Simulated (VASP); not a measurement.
# ScSiS3 (P4mm) in VASP: notebook

Runs on ScSiS3. Level: PBE. Tasks: single point, relaxation of cell and atoms.

All numbers are computed with VASP 6.6.1; they aren't measurements. Logs are shortened: lines on timing, memory, paths and dates and some standing lists are left out, and cuts for length are marked.

## 1. The cell of the first run

The structure is tetragonal, space group P4mm (No. 99). The conventional cell has a = 4.637 Å, b = 4.637 Å, c = 4.629 Å, α = 90.00°, β = 90.00°, γ = 90.00°. Sc (site symmetry 4mm) has 12 S at 3.24 to 3.32 Å and 8 Si at 3.98 to 4.04 Å within 4.3 Å. Within 3.1 Å of Si (site symmetry 4mm) lie 6 S at 2.31 to 2.32 Å. S (site symmetry 2mm) has 2 Si at 2.32 Å within 3.1 Å. S (site symmetry 4mm) has 2 Si at 2.31 Å within 3.1 Å.

The cell was generated, and may not be a known phase.

## 2. Single point, PBE

Input file INCAR:

```
ALGO = Normal
EDIFF = 1E-6
ENCUT = 520
GGA = PE
ISIF = 2
ISMEAR = 0
LASPH = T
LCHARG = F
LREAL = F
LWAVE = F
NBANDS = 24
NELM = 60
PREC = Accurate
SIGMA = 0.1
```

Input file KPOINTS:

```
k-points
0
Gamma
  4 4 4
```

Input file POSCAR:

```
ScSiS3
1.0
    4.6373485300      0.0000000000      0.0000000000
    0.0000000000      4.6373485300      0.0000000000
    0.0000000000      0.0000000000      4.6285429400
Sc Si S
1 1 3
Direct
    0.5000000000      0.5000000000      0.9971854100
    0.0000000000      0.0000000000      0.4854922900
    0.0000000000      0.5000000000      0.4852201000
    0.0000000000      0.0000000000      0.9854010900
    0.5000000000      0.0000000000      0.4852201000
```

Potentials or basis: VASP PAW PBE potentials, release 64 (Sc_sv, Si, S).

Command:

```sh
> cat potpaw_PBE.64/Sc_sv/POTCAR potpaw_PBE.64/Si/POTCAR potpaw_PBE.64/S/POTCAR > POTCAR
> mpirun -np 1 vasp_std > vasp.out
```

OUTCAR:

```text
EDIFF = 1E-6
   ENCUT = 520
   GGA = PE
   ISIF = 2
   ISMEAR = 0
   LASPH = T
   LREAL = F
   NELM = 60
   PREC = Accurate

 ion  position               nearest neighbor table
   1  0.500  0.500  0.997-
   2  0.000  0.000  0.485-   4 2.31   4 2.31   5 2.32   3 2.32   3 2.32   5 2.32
   3  0.000  0.500  0.485-   2 2.32   2 2.32
   4  0.000  0.000  0.985-   2 2.31   2 2.31
   5  0.500  0.000  0.485-   2 2.32   2 2.32

  LATTYP: Found a simple tetragonal cell.
 ALAT       =     4.6373485300
 C/A-ratio  =     0.9981011585

  Lattice vectors:

 A1 = (   4.6373485300,   0.0000000000,   0.0000000000)
 A2 = (   0.0000000000,   4.6373485300,   0.0000000000)
 A3 = (   0.0000000000,   0.0000000000,   4.6285429400)

Analysis of symmetry for initial positions (statically):
=====================================================================
 Subroutine PRICEL returns:
 Original cell was already a primitive cell.

 Routine SETGRP: Setting up the symmetry group for a
 simple tetragonal supercell.

 Subroutine GETGRP returns: Found  8 space group operations
 (whereof  8 operations were pure point group operations)
 out of a pool of 16 trial point group operations.

The static configuration has the point symmetry C_4v.

Analysis of symmetry for dynamics (positions and initial velocities):
=====================================================================
 Subroutine PRICEL returns:
 Original cell was already a primitive cell.

 Routine SETGRP: Setting up the symmetry group for a
 simple tetragonal supercell.

 Subroutine GETGRP returns: Found  8 space group operations
 (whereof  8 operations were pure point group operations)
 out of a pool of 16 trial point group operations.

The dynamic configuration has the point symmetry C_4v.

 Subroutine INISYM returns: Found  8 space group operations
 (whereof  8 operations are pure point group operations),
 and found     1 'primitive' translations

----------------------------------------------------------------------------------------

                                     Primitive cell

  volume of cell :      99.5368

  direct lattice vectors                    reciprocal lattice vectors
[... 84 lines left out ...]
   ENCUT  =  520.0 eV  38.22 Ry    6.18 a.u.   8.62  8.62  8.61*2*pi/ulx,y,z
   NELM   =     60;   NELMIN=  2; NELMDL= -5     # of ELM steps
   EDIFF  = 0.1E-05   stopping-criterion for ELM
   LREAL  =      F    real-space projection
   EDIFFG = 0.1E-04   stopping-criterion for IOM
   NSW    =      0    number of steps for IOM
   IBRION =     -1    ionic relax: 0-MD 1-quasi-New 2-CG
   NFREE  =      0    steps in history (QN), initial steepest desc. (CG)
   ISIF   =      2    stress and relaxation
   ISYM   =      2    0-nonsym 1-usesym 2-fastsym
   POTIM  = 0.5000    time-step for ionic-motion
   TEBEG  =    0.0;   TEEND  =   0.0 temperature during run
   PSTRESS=    0.0 pullay stress
   NELECT =      33.0000    total number of electrons
   NUPDOWN=      -1.0000    fix difference up-down
   EMIN   =  10.00;   EMAX   =-10.00  energy-range for DOS
   EFERMI =   0.00;   METHOD = LEGACY
   ISMEAR =     0;   SIGMA  =   0.10  broadening in eV -4-tet -1-fermi 0-gaus
   EFERMI_NEDOS =   21; number of points for ismear=-14 and -15
   IALGO  =     38    algorithm
   IMIX   =      4    mixing-type and parameters
     AMIX     =   0.40;   BMIX     =  1.00
     AMIX_MAG =   1.60;   BMIX_MAG =  1.00
  volume/ion in A,a.u.               =      19.91       134.34
  Fermi-wavevector in a.u.,A,eV,Ry     =   1.133056  2.141166 17.467390  1.283817
  Thomas-Fermi vector in A             =   2.269759
   LORBIT       =      0    0 simple, 1 ext, 2 COOP (PROOUT), +10 PAW based schemes
   GGA     = PE    functional components
   LHFCALC =     F    Hartree Fock is set to
   AEXX    =    0.0000 exact exchange contribution
   IVDW    =     0    specifies the selected vdW correction
   LEPSILON=     F    determine dielectric tensor
   LRPA    =     F    only Hartree local field effects (RPA)
 non-spin polarized calculation
 Gauss-broadening in eV      SIGMA  =   0.10
  energy-cutoff  :      520.00
  volume of cell :       99.54
 maximum number of plane-waves:      2721
 NGX is ok and might be reduce to    36
   NGX = 17   NGY = 17   NGZ = 17

 number of electron      32.9999990 magnetization

 Free energy of the ion-electron system (eV)
  ---------------------------------------------------
  ext. energy  EPLUGINS =         0.00000000
  ---------------------------------------------------
  free energy    TOTEN  =       -26.42680647 eV

  energy without entropy =      -26.41770159  energy(sigma->0) =      -26.42225403

 E-fermi :   5.9228     XC(G=0):  -9.8985

 val. band max:        5.7905002145   @ k =   0.0000   0.0000   0.0000
 cond. band min:       5.9245277466   @ k =   0.0000   0.0000   0.0000
 fundamental gap:      0.1340275320
 Fermi energy:         5.9227714615

 k-point     1 :       0.0000    0.0000    0.0000
  band No.  band energies     occupation
      1     -46.0170      2.00000
      2     -24.5480      2.00000
      3     -24.5455      2.00000
      4     -24.5455      2.00000
      5      -9.6245      2.00000
      6      -6.3413      2.00000
[... 475 lines left out ...]
     23       7.6941      0.00000
     24       7.6941      0.00000

------------------------ aborting loop because EDIFF is reached ----------------------------------------

  FORCE on cell =-STRESS in cart. coord.  units (eV):
  Direction    XX          YY          ZZ          XY          YZ          ZX
  --------------------------------------------------------------------------------------
  -------------------------------------------------------------------------------------
  Total       -3.4950421     -3.4950421     -3.3419562      0.0000000      0.0000000      0.0000000
  in kB      -56.2573435    -56.2573435    -53.7932221      0.0000000      0.0000000      0.0000000
  external PRESSURE =     -55.4359697 kB  Pullay stress =       0.0000000 kB

 VOLUME and BASIS-vectors are now :
 -----------------------------------------------------------------------------
  energy-cutoff  :      520.00
  volume of cell :       99.54
      direct lattice vectors                 reciprocal lattice vectors
     4.637348530  0.000000000  0.000000000     0.215640466  0.000000000  0.000000000
     0.000000000  4.637348530  0.000000000     0.000000000  0.215640466  0.000000000
     0.000000000  0.000000000  4.628542940     0.000000000  0.000000000  0.216050712

 POSITION                                       TOTAL-FORCE (eV/Angst)
 -----------------------------------------------------------------------------------
      2.31867      2.31867      4.61552         0.000000      0.000000      0.249743
      0.00000      0.00000      2.24712        -0.000000      0.000000      0.024738
      0.00000      2.31867      2.24586        -0.000000     -0.000000     -0.143811
      0.00000      0.00000      4.56097        -0.000000      0.000000      0.013141
      2.31867      0.00000      2.24586        -0.000000      0.000000     -0.143811
 -----------------------------------------------------------------------------------
    total drift:                                0.000000     -0.000000     -0.000595

  FREE ENERGIE OF THE ION-ELECTRON SYSTEM (eV)
  ---------------------------------------------------
  free  energy   TOTEN  =       -26.4268064724 eV

  energy  without entropy=      -26.4177015916  energy(sigma->0) =      -26.42225403
```

OSZICAR:

```text
N       E                     dE             d eps       ncg     rms          rms(c)
DAV:   1     0.290727310870E+03    0.29073E+03   -0.14268E+04   872   0.123E+03
DAV:   2     0.470442588553E+01   -0.28602E+03   -0.27343E+03   880   0.358E+02
DAV:   3    -0.298929603165E+02   -0.34597E+02   -0.32862E+02  1344   0.104E+02
DAV:   4    -0.312134975929E+02   -0.13205E+01   -0.13083E+01  1240   0.218E+01
DAV:   5    -0.312468402534E+02   -0.33343E-01   -0.33188E-01  1216   0.335E+00    0.137E+01
DAV:   6    -0.264794038766E+02    0.47674E+01   -0.72241E+00  1280   0.192E+01    0.797E+00
DAV:   7    -0.264640402545E+02    0.15364E-01   -0.57823E-01  1224   0.373E+00    0.475E+00
DAV:   8    -0.268167399651E+02   -0.35270E+00   -0.11300E+00  1208   0.119E+01    0.329E+00
DAV:   9    -0.264301289536E+02    0.38661E+00   -0.68660E-01  1200   0.646E+00    0.666E-01
DAV:  10    -0.264266932463E+02    0.34357E-02   -0.19183E-02  1312   0.105E+00    0.225E-01
DAV:  11    -0.264296337747E+02   -0.29405E-02   -0.63697E-03  1192   0.863E-01    0.305E-01
DAV:  12    -0.264270403079E+02    0.25935E-02   -0.20778E-03  1192   0.533E-01    0.887E-02
DAV:  13    -0.264268314615E+02    0.20885E-03   -0.58372E-04  1240   0.233E-01    0.386E-02
DAV:  14    -0.264268127381E+02    0.18723E-04   -0.36536E-05  1144   0.461E-02    0.248E-02
DAV:  15    -0.264268073061E+02    0.54319E-05   -0.25790E-05  1080   0.225E-02    0.563E-03
DAV:  16    -0.264268064724E+02    0.83374E-06   -0.34598E-06   984   0.189E-02
   1 F= -.26426806E+02 E0= -.26422254E+02  d E =-.910488E-02
```

stdout:

```text
POSCAR found type information on POSCAR ScSiS
 POSCAR found :  3 types and       5 ions
 scaLAPACK will be used
 LDA part: xc-table for (Slater+PW92), standard interpolation
 POSCAR, INCAR and KPOINTS ok, starting setup
 FFT: planning ... GRIDC
 FFT: planning ... GRID_SOFT
 FFT: planning ... GRID
 WAVECAR not read
 entering main loop
```

Wall time 50 s (1 thread of Intel Xeon Platinum 8488C (Sapphire Rapids), shared host); peak memory 0.2 GiB.

What came out:

* Free energy: -26.4268 eV
* Pressure: -5.5 GPa
* Largest force: 0.250 eV/Å
* Band gap on the k mesh: zero (an odd number of electrons rules out a gap without spin polarisation)

Forces on the atoms (eV/Å):
```
Sc   0.000  0.000  0.250
Si   0.000  0.000  0.025
S    0.000  0.000 -0.144
S    0.000  0.000  0.013
S    0.000  0.000 -0.144
```

Levels at points of the mesh, in eV from the Fermi level:
```tsv
k point	band 12	band 13	band 14	band 15	band 16	band 17	band 18	band 19	band 20	band 21
(0.00, 0.00, 0.00)	-1.92	-1.92	-1.92	-1.69	-1.68	-1.68	-0.15	-0.13	0.00	0.01
(0.50, 0.00, 0.00)	-3.15	-3.15	-3.07	-2.10	-2.09	0.14	0.21	0.46	1.09	1.18
(0.50, 0.50, 0.00)	-3.38	-3.13	-3.13	-2.47	-0.77	0.17	0.35	1.06	1.14	1.14
(0.00, 0.00, 0.50)	-3.15	-3.15	-3.09	-2.11	-2.11	0.14	0.22	0.50	1.10	1.19
(0.50, 0.00, 0.50)	-3.39	-3.14	-3.13	-2.47	-0.75	0.17	0.36	1.05	1.14	1.15
(0.50, 0.50, 0.50)	-2.42	-2.42	-0.34	-0.33	-0.33	0.31	0.32	0.32	0.47	0.47
```

Caveat: the cell stands under tension.

(Continued in part 2 of 2.)

The gap in the log of VASP goes by the Fermi energy; the results here count the filled bands.